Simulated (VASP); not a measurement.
# Sn (Cmcm) in VASP: a series of runs

The runs below take Sn through single point, with PBEsol.

All numbers are computed with VASP 6.6.1; they aren't measurements. Logs are shortened: lines on timing, memory, paths and dates and some standing lists are left out, and cuts for length are marked.

## (1) The cell of the first run

It takes space group Cmcm (No. 63, orthorhombic). Conventional cell: a = 3.745 Å, b = 5.296 Å, c = 5.296 Å, α = 90.00°, β = 90.00°, γ = 90.00°. Within 4.3 Å of Sn (site symmetry m2m) lie 14 Sn at 3.24 to 4.04 Å.

## (2) Single point, PBEsol (mode 1 (-4.3 1/cm) frozen in, largest displacement -0.200 Å)

File INCAR:

```
PREC = Accurate ; ENCUT = 520
EDIFF = 1E-6 ; ISMEAR = 0
SIGMA = 0.15 ; LREAL = False
LASPH = True ; NELM = 80
ALGO = Fast ; ISIF = 2
LWAVE = False ; LCHARG = False
GGA = PS ; NBANDS = 21
```

File KPOINTS:

```
Automatic mesh
0
Gamma
  20 20 12
```

File POSCAR:

```
Sn
1.0
   -1.8723950223      1.8723950223      1.8723950223
    1.8723950223     -1.8723950223      1.8723950223
    3.7447900446      3.7447900446      0.0000000000
Sn
2
Direct
   -0.0377648292      0.0377648292      0.0000000000
    0.5377648292      0.4622351708      0.5000000000
```

Potentials or basis: VASP PAW PBE potentials, release 64 (Sn_d).

Command:

```sh
cat potpaw_PBE.64/Sn_d/POTCAR > POTCAR
mpirun -np 1 vasp_std > vasp.out
```

OUTCAR:

```text
PREC = Accurate
   ENCUT = 520
   EDIFF = 1E-6
   ISMEAR = 0
   LREAL = False
   LASPH = True
   NELM = 80
   ISIF = 2
   GGA = PS

 ion  position               nearest neighbor table
   1  0.962  0.038  0.000-   2 3.27   2 3.27   2 3.27   2 3.27   2 3.47   2 3.47
   2  0.538  0.462  0.500-   1 3.27   1 3.27   1 3.27   1 3.27   1 3.47   1 3.47

  LATTYP: Found a base centered orthorhombic cell.
 ALAT       =     3.7447900446
 B/A-ratio  =     1.4142135624
 C/A-ratio  =     1.4142135624

  Lattice vectors:

 A1 = (  -1.8723950223,   1.8723950223,   1.8723950223)
 A2 = (   1.8723950223,  -1.8723950223,   1.8723950223)
 A3 = (   3.7447900446,   3.7447900446,   0.0000000000)

Analysis of symmetry for initial positions (statically):
=====================================================================
 Subroutine PRICEL returns:
 Original cell was already a primitive cell.

 Routine SETGRP: Setting up the symmetry group for a
 base centered orthorhombic supercell.

 Subroutine GETGRP returns: Found  8 space group operations
 (whereof  4 operations were pure point group operations)
 out of a pool of  8 trial point group operations.

The static configuration has the point symmetry C_2v.
 The point group associated with its full space group is D_2h.

Analysis of symmetry for dynamics (positions and initial velocities):
=====================================================================
 Subroutine PRICEL returns:
 Original cell was already a primitive cell.

 Routine SETGRP: Setting up the symmetry group for a
 base centered orthorhombic supercell.

 Subroutine GETGRP returns: Found  8 space group operations
 (whereof  4 operations were pure point group operations)
 out of a pool of  8 trial point group operations.

The dynamic configuration has the point symmetry C_2v.
 The point group associated with its full space group is D_2h.

 Subroutine INISYM returns: Found  8 space group operations
 (whereof  4 operations are pure point group operations),
 and found     1 'primitive' translations

----------------------------------------------------------------------------------------

                                     Primitive cell

  volume of cell :      52.5149

  direct lattice vectors                    reciprocal lattice vectors
    -1.872395022  1.872395022  1.872395022    -0.133518834  0.133518834  0.267037668
     1.872395022 -1.872395022  1.872395022     0.133518834 -0.133518834  0.267037668
     3.744790045  3.744790045  0.000000000     0.133518834  0.133518834  0.000000000

  length of vectors
     3.243083310  3.243083310  5.295932869     0.327053014  0.327053014  0.188824146

  position of ions in fractional coordinates (direct lattice)
     0.962235171  0.037764829  0.000000000
     0.537764829  0.462235171  0.500000000

  ion indices of the primitive-cell ions
   primitive index   ion index
                 1           1
                 2           2

----------------------------------------------------------------------------------------

 KPOINTS: Automatic mesh

Automatic generation of k-mesh.
 Grid dimensions read from file:
 generate k-points for:   20   20   12

 Generating k-lattice:

  Cartesian coordinates                     Fractional coordinates (reciprocal lattice)
    -0.006675942  0.006675942  0.013351883     0.050000000  0.000000000  0.000000000
     0.006675942 -0.006675942  0.013351883     0.000000000  0.050000000  0.000000000
     0.011126569  0.011126569  0.000000000     0.000000000  0.000000000  0.083333333

  Length of vectors
     0.016352651  0.016352651  0.015735345

  Shift w.r.t. Gamma in fractional coordinates (k-lattice)
     0.000000000  0.000000000  0.000000000

 Subroutine IBZKPT returns following result:
 ===========================================

 Found    777 irreducible k-points:

 Following reciprocal coordinates:
            Coordinates               Weight
  0.000000  0.000000  0.000000      1.000000
  0.050000  0.000000  0.000000      4.000000
  0.100000  0.000000  0.000000      4.000000
  0.150000  0.000000  0.000000      4.000000
  0.200000  0.000000  0.000000      4.000000
  0.250000  0.000000  0.000000      4.000000
[... 16 lines left out ...]
 -0.400000  0.050000  0.000000      4.000000
 -0.350000  0.050000  0.000000      4.000000
 [... further k-points ...]
   k-points           NKPTS =    777   k-points in BZ     NKDIM =    777   number of bands    NBANDS=     21
   number of dos      NEDOS =    301   number of ions     NIONS =      2
   total plane-waves  NPLWV =  23040
   dimension x,y,z NGX =    24 NGY =   24 NGZ =   40
   dimension x,y,z NGXF=    48 NGYF=   48 NGZF=   80
   ions per type =               2
   NGX,Y,Z   is equivalent  to a cutoff of  12.30, 12.30, 12.56 a.u.
   NGXF,Y,Z  is equivalent  to a cutoff of  24.61, 24.61, 25.11 a.u.
 SYSTEM =  unknown system
   PREC   = accura    normal or accurate (medium, high low for compatibility)
   ISTART =      0    job   : 0-new  1-cont  2-samecut
   ICHARG =      2    charge: 1-file 2-atom 10-const
   ISPIN  =      1    spin polarized calculation?
   LNONCOLLINEAR =      F non collinear calculations
   LSORBIT =      F    spin-orbit coupling
   LASPH  =      T    aspherical Exc in radial PAW
   ENCUT  =  520.0 eV  38.22 Ry    6.18 a.u.   6.03  6.03  9.85*2*pi/ulx,y,z
   NELM   =     80;   NELMIN=  2; NELMDL= -5     # of ELM steps
   EDIFF  = 0.1E-05   stopping-criterion for ELM
   LREAL  =      F    real-space projection
   EDIFFG = 0.1E-04   stopping-criterion for IOM
   NSW    =      0    number of steps for IOM
   IBRION =     -1    ionic relax: 0-MD 1-quasi-New 2-CG
   NFREE  =      0    steps in history (QN), initial steepest desc. (CG)
   ISIF   =      2    stress and relaxation
   ISYM   =      2    0-nonsym 1-usesym 2-fastsym
   POTIM  = 0.5000    time-step for ionic-motion
   TEBEG  =    0.0;   TEEND  =   0.0 temperature during run
   PSTRESS=    0.0 pullay stress
   NELECT =      28.0000    total number of electrons
   NUPDOWN=      -1.0000    fix difference up-down
   EMIN   =  10.00;   EMAX   =-10.00  energy-range for DOS
   EFERMI =   0.00;   METHOD = LEGACY
   ISMEAR =     0;   SIGMA  =   0.15  broadening in eV -4-tet -1-fermi 0-gaus
   EFERMI_NEDOS =   21; number of points for ismear=-14 and -15
   IALGO  =     68    algorithm
   IMIX   =      4    mixing-type and parameters
     AMIX     =   0.40;   BMIX     =  1.00
     AMIX_MAG =   1.60;   BMIX_MAG =  1.00
  volume/ion in A,a.u.               =      26.26       177.19
  Fermi-wavevector in a.u.,A,eV,Ry     =   1.327496  2.508605 23.976824  1.762247
  Thomas-Fermi vector in A             =   2.456804
   LORBIT       =      0    0 simple, 1 ext, 2 COOP (PROOUT), +10 PAW based schemes
   GGA     = PS    functional components
   LHFCALC =     F    Hartree Fock is set to
   AEXX    =    0.0000 exact exchange contribution
   IVDW    =     0    specifies the selected vdW correction
   LEPSILON=     F    determine dielectric tensor
   LRPA    =     F    only Hartree local field effects (RPA)
 non-spin polarized calculation
 RMM-DIIS sequential band-by-band and
 Gauss-broadening in eV      SIGMA  =   0.15
  energy-cutoff  :      520.00
  volume of cell :       52.51
 maximum number of plane-waves:      1434
   NGX = 13   NGY = 13   NGZ = 19

 number of electron      28.0000010 magnetization

 Free energy of the ion-electron system (eV)
  ---------------------------------------------------
  ext. energy  EPLUGINS =         0.00000000
  ---------------------------------------------------
  free energy    TOTEN  =        -8.46685048 eV

  energy without entropy =       -8.45433545  energy(sigma->0) =       -8.46059297

 E-fermi :   8.3418     XC(G=0): -10.6670

 val. band max:        8.3404064684   @ k =   0.3500   0.1500   0.0833
 cond. band min:       8.3431950979   @ k =   0.2500   0.1500   0.3333
 fundamental gap:      0.0027886295
 Fermi energy:         8.3417888843

 k-point     1 :       0.0000    0.0000    0.0000
  band No.  band energies     occupation
      1     -13.1666      2.00000
      2     -13.1221      2.00000
      3     -13.1026      2.00000
      4     -13.1016      2.00000
      5     -13.1004      2.00000
      6     -12.9836      2.00000
[... 13 lines left out ...]
     20      17.6574      0.00000
     21      20.5821      0.00000

 k-point     2 :       0.0500    0.0000    0.0000
  band No.  band energies     occupation
      1     -13.1640      2.00000
      2     -13.1207      2.00000
      3     -13.1007      2.00000
      4     -13.1001      2.00000
      5     -13.0985      2.00000
      6     -12.9855      2.00000
[... 13 lines left out ...]
     20      17.7951      0.00000
     21      19.9805      0.00000

 k-point     3 :       0.1000    0.0000    0.0000
  band No.  band energies     occupation
      1     -13.1577      2.00000
      2     -13.1185      2.00000
      3     -13.0994      2.00000
      4     -13.0917      2.00000
      5     -13.0898      2.00000
      6     -12.9906      2.00000
[... 13 lines left out ...]
     20      18.8139      0.00000
     21      19.3219      0.00000

 k-point     4 :       0.1500    0.0000    0.0000
  band No.  band energies     occupation
      1     -13.1517      2.00000
      2     -13.1162      2.00000
      3     -13.0983      2.00000
      4     -13.0805      2.00000
      5     -13.0695      2.00000
      6     -12.9979      2.00000
[... 13 lines left out ...]
     20      18.9600      0.00000
     21      19.0659      0.00000

 k-point     5 :       0.2000    0.0000    0.0000
  band No.  band energies     occupation
      1     -13.1499      2.00000
      2     -13.1121      2.00000
      3     -13.0970      2.00000
      4     -13.0647      2.00000
      5     -13.0429      2.00000
      6     -13.0064      2.00000
[... 13 lines left out ...]
     20      18.8162      0.00000
     21      19.0211      0.00000

 k-point     6 :       0.2500    0.0000    0.0000
  band No.  band energies     occupation
      1     -13.1521      2.00000
      2     -13.1079      2.00000
      3     -13.0955      2.00000
      4     -13.0461      2.00000
      5     -13.0152      2.00000
      6     -13.0137      2.00000
[... 13 lines left out ...]
     20      18.7582      0.00000
     21      19.3819      0.00000

 k-point     7 :       0.3000    0.0000    0.0000
  band No.  band energies     occupation
      1     -13.1563      2.00000
      2     -13.1050      2.00000
      3     -13.0940      2.00000
      4     -13.0289      2.00000
      5     -13.0234      2.00000
      6     -12.9891      2.00000
[... 13 lines left out ...]
     20      18.7413      0.00000
     21      20.0462      0.00000
[... 291 lines left out ...]
      1     -13.1635      2.00000
      2     -13.0985      2.00000
      3     -13.0894      2.00000
      4     -13.0420      2.00000
      5     -13.0223      2.00000
      6     -13.0024      2.00000
[... 13 lines left out ...]
     20      17.9450      0.00000
     21      20.8930      0.00000

 k-point    21 :       0.5000    0.0500    0.0000
  band No.  band energies     occupation
      1     -13.1639      2.00000
      2     -13.0988      2.00000
      3     -13.0933      2.00000
      4     -13.0457      2.00000
      5     -13.0181      2.00000
      6     -13.0067      2.00000
[... 13 lines left out ...]
     20      18.1700      0.00000
     21      20.6797      0.00000

 k-point    22 :      -0.4500    0.0500    0.0000
  band No.  band energies     occupation
      1     -13.1623      2.00000
      2     -13.0988      2.00000
      3     -13.0972      2.00000
      4     -13.0454      2.00000
      5     -13.0130      2.00000
      6     -13.0114      2.00000
[... 13 lines left out ...]
     20      18.4542      0.00000
     21      20.5068      0.00000

 k-point    23 :      -0.4000    0.0500    0.0000
  band No.  band energies     occupation
      1     -13.1590      2.00000
      2     -13.1004      2.00000
      3     -13.0989      2.00000
      4     -13.0412      2.00000
      5     -13.0207      2.00000
      6     -13.0029      2.00000
[... 13 lines left out ...]
     20      18.7838      0.00000
     21      20.2196      0.00000

 k-point    24 :      -0.3500    0.0500    0.0000
  band No.  band energies     occupation
      1     -13.1544      2.00000
      2     -13.1026      2.00000
      3     -13.0994      2.00000
      4     -13.0343      2.00000
      5     -13.0294      2.00000
      6     -12.9931      2.00000
[... 13 lines left out ...]
     20      19.1197      0.00000
     21      19.5022      0.00000

 [... further k-points ...]
[... 5 lines left out ...]
  --------------------------------------------------------------------------------------
  -------------------------------------------------------------------------------------
  Total       -0.0910670     -0.0910670     -0.0737439     -0.0321727     -0.0000000      0.0000000
  in kB       -2.7783653     -2.7783653     -2.2498549     -0.9815565     -0.0000000      0.0000000
  external PRESSURE =      -2.6021952 kB  Pullay stress =       0.0000000 kB

 VOLUME and BASIS-vectors are now :
 -----------------------------------------------------------------------------
  energy-cutoff  :      520.00
  volume of cell :       52.51
      direct lattice vectors                 reciprocal lattice vectors
    -1.872395022  1.872395022  1.872395022    -0.133518834  0.133518834  0.267037668
     1.872395022 -1.872395022  1.872395022     0.133518834 -0.133518834  0.267037668
     3.744790045  3.744790045  0.000000000     0.133518834  0.133518834  0.000000000

 POSITION                                       TOTAL-FORCE (eV/Angst)
 -----------------------------------------------------------------------------------
     -1.73097      1.73097      1.87240        -0.005592      0.005592      0.000000
      1.73097      2.01382      1.87240         0.005592     -0.005592      0.000000
 -----------------------------------------------------------------------------------
    total drift:                               -0.000000     -0.000000     -0.000000

  FREE ENERGIE OF THE ION-ELECTRON SYSTEM (eV)
  ---------------------------------------------------
  free  energy   TOTEN  =        -8.4668504829 eV

  energy  without entropy=       -8.4543354542  energy(sigma->0) =       -8.46059297
```

It took 8.7 min on 1 thread of Oxide Virtual Turin-like, shared host; peak memory 0.66 GiB.

What came out:

```
Free energy            : -8.4669 eV
Pressure               : -0.3 GPa
Largest force          : 0.008 eV/Å
Band gap on the k mesh : zero (band 14 reaches 12.68 eV, above the bottom of band 15 at 6.03 eV)
```

Forces in eV/Å, atoms in the order of the input:
```
Sn  -0.006  0.006  0.000
Sn   0.006 -0.006  0.000
```

Caveat: the cell differs from its parent crystal (mode 1 (-4.3 1/cm) frozen in, largest displacement -0.200 Å); the PAW data sets were made with another functional, which shifts forces and pressure a little; spin-orbit coupling is left out, which moves the levels of the heavy elements.

## (3) Single point, PBEsol (mode 1 (-4.3 1/cm) frozen in, largest displacement +0.100 Å)

File INCAR:

```
PREC = Accurate
ENCUT = 520
EDIFF = 1E-6
ISMEAR = 0
SIGMA = 0.15
LREAL = False
LASPH = True
NELM = 80
ALGO = Fast
ISIF = 2
LWAVE = False
LCHARG = False
GGA = PS
NBANDS = 21
```

KPOINTS is that of step 2.

File POSCAR:

```
Sn
1.0
   -1.8723950223      1.8723950223      1.8723950223
    1.8723950223     -1.8723950223      1.8723950223
    3.7447900446      3.7447900446      0.0000000000
Sn
2
Direct
    0.0188824146     -0.0188824146      0.0000000000
    0.4811175854      0.5188824146      0.5000000000
```

Potentials or basis: VASP PAW PBE potentials, release 64 (Sn_d).

Command:

```sh
cat potpaw_PBE.64/Sn_d/POTCAR > POTCAR
mpirun -np 1 vasp_std > vasp.out
```

Run time: 10 min. Hardware: 1 thread of Oxide Virtual Turin-like, shared host; peak memory 0.66 GiB.

The run converged. Its results:

```yaml
Free_energy: -8.4674 eV
Pressure: -0.4 GPa
Band_gap_on_the_k_mesh: zero (band 14 reaches 12.67 eV, above the bottom of band 15 at 5.93 eV)
```

Stress tensor (GPa, compression positive):
```
-0.38 -0.08  0.00
-0.08 -0.38  0.00
 0.00  0.00 -0.33
```

Levels at points of the mesh, in eV from the Fermi level:
```
           k point  band 11  band 12  band 13  band 14  band 15  band 16  band 17  band 18
(0.00, 0.00, 0.00)   -11.34    -6.45    -4.60     3.77     5.55     7.85     7.87     8.31
(0.50, 0.00, 0.00)    -7.36    -7.04    -1.90    -1.68    -0.43     0.10     4.11     5.05
(0.50, 0.50, 0.00)    -6.43    -4.66    -2.23    -0.51    -0.51    -0.46     3.64     3.73
(0.00, 0.00, 0.50)    -9.94    -9.94     1.58     1.58     5.37     5.37     6.71     6.71
(0.50, 0.00, 0.50)    -6.46    -6.46    -4.58    -4.58     3.76     3.76     5.52     5.52
(0.50, 0.50, 0.50)    -5.18    -5.18    -3.20    -3.20     1.01     1.01     2.64     2.64
```

Caveat: the cell differs from its parent crystal (mode 1 (-4.3 1/cm) frozen in, largest displacement +0.100 Å); the PAW data sets were made with another functional, which shifts forces and pressure a little; spin-orbit coupling is left out, which moves the levels of the heavy elements.
